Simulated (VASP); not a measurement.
Here is a VASP 6.6.1 calculation.

File INCAR:

```
SYSTEM = Hf3F
PREC     = Accurate       ! precision mode
ENCUT    = 520            ! plane-wave cutoff, eV
EDIFF    = 1E-7           ! SCF threshold, eV
ISMEAR   = 0              ! smearing method
SIGMA    = 0.1            ! smearing width, eV
LREAL    = .FALSE.        ! projectors in reciprocal space
LASPH    = .TRUE.         ! aspherical terms in the spheres
NELM     = 80             ! most SCF steps
ALGO     = Normal         ! electronic algorithm
ISIF     = 2              ! what is computed and relaxed
LWAVE    = .FALSE.        ! write WAVECAR
LCHARG   = .FALSE.        ! write CHGCAR
GGA      = PE             ! functional
NBANDS   = 26             ! bands
```

Contents of KPOINTS:

```
regular mesh
0
G
  16 16 6
  0 0 0
```

The input POSCAR:

```
Hf3F
1.0
    3.0924786264      0.0000000000      0.0000000000
    0.0000000000      3.0924786264      0.0000000000
    0.0000000000      0.0000000000      7.9887781921
Hf F
3 1
Direct
    0.0000000000      0.0000000000      0.5000000000
    0.5000000000      0.5000000000      0.7759181312
    0.5000000000      0.5000000000      0.2240818688
    0.0000000000      0.0000000000      0.0000000000
```

Potentials or basis: VASP PAW PBE potentials, release 64 (Hf_pv, F).

The run is started by

```bash
$ cat potpaw_PBE.64/Hf_pv/POTCAR potpaw_PBE.64/F/POTCAR > POTCAR
$ mpirun -np 1 vasp_std > vasp.out
```

Estimate the pressure.

-0.6 GPa.

Predict the largest force.

0.012 eV/Å.

Forces in eV/Å, atoms in the order of the input:
```
Hf   0.000  0.000  0.000
Hf   0.000  0.000 -0.012
Hf   0.000  0.000  0.012
F    0.000  0.000  0.000
```

Caveat: an odd number of electrons without spin polarisation forces a metal; a magnetic or distorted state may lie lower.
